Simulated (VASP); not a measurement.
SnO2: single point with PBE+D3(BJ)

The system is SnO2.

```
Sn O
1.0
     1.61863   -2.80354    0.00000
     1.61863    0.93451    4.29183
    -4.85588   -2.80354    0.00000
Sn O
2 4
Direct
  0.50840 0.50000 0.00000
  0.99160 0.50000 0.50000
  0.49602 0.73080 0.74360
  0.00398 0.73080 0.24360
  0.49602 0.26920 0.25640
  0.00398 0.26920 0.75640
```

This cell differs from its parent crystal: atoms displaced along a vibrational mode.

```json
{
 "Program": "VASP 6.6.1",
 "Task": "single point",
 "Functional": "PBE",
 "Dispersion": "D3(BJ)",
 "Potentials or basis": "VASP PAW PBE potentials, release 64 (Sn_d, O)",
 "Cutoff": "520 eV",
 "k mesh": "8 × 6 × 6",
 "Occupations": "gaussian, width 0.05 eV",
 "Spin": "no spin polarisation",
 "Dipole correction": "no",
 "Further INCAR settings": "ALGO = Normal; EDIFF = 1e-07; NBANDS = 35"
}
```

```yaml
Pressure: 0.7 GPa
Largest_force: 0.315 eV/Å
Band_gap_on_the_k_mesh: 1.55 eV
Dispersion_energy_per_atom: -0.201 eV
```

Forces on the atoms (eV/Å):
```
Sn  -0.158  0.273  0.000
Sn   0.158 -0.273  0.000
O    0.004 -0.016  0.059
O   -0.012  0.011  0.059
O    0.012 -0.011 -0.059
O   -0.004  0.016 -0.059
```

Stress tensor (GPa, compression positive):
```
 0.94  0.02 -0.03
 0.02  0.93 -0.02
-0.03 -0.02  0.25
```

Levels at points of the mesh, in eV from the valence-band top:
```
           k point  band 24  band 25  band 26  band 27  band 28  band 29
(0.00, 0.00, 0.00)    -0.57    -0.05     0.00     1.55     4.78     5.44
(0.50, 0.00, 0.00)    -1.21    -0.18    -0.16     5.51     5.58     8.74
(0.00, 0.50, 0.00)    -1.09    -1.06    -0.95     3.48     5.29     5.74
(0.50, 0.50, 0.00)    -0.51    -0.41    -0.38     5.53     5.56     8.63
(0.00, 0.00, 0.50)    -0.78    -0.08    -0.08     4.06     4.06     6.63
(0.50, 0.00, 0.50)    -1.07    -0.95    -0.95     5.29     5.29     7.83
(0.00, 0.50, 0.50)    -0.89    -0.59    -0.59     4.47     4.47     7.37
(0.50, 0.50, 0.50)    -0.57    -0.05    -0.05     4.78     4.78     6.71
```

It took 5.5 min on 1 thread of Intel(R) Xeon(R) Platinum 8488C (Sapphire Rapids) (shared host), peak memory 0.33 GiB.

Caveat: the cell differs from its parent crystal (atoms displaced along a vibrational mode); spin-orbit coupling is left out, which moves the levels of the heavy elements.
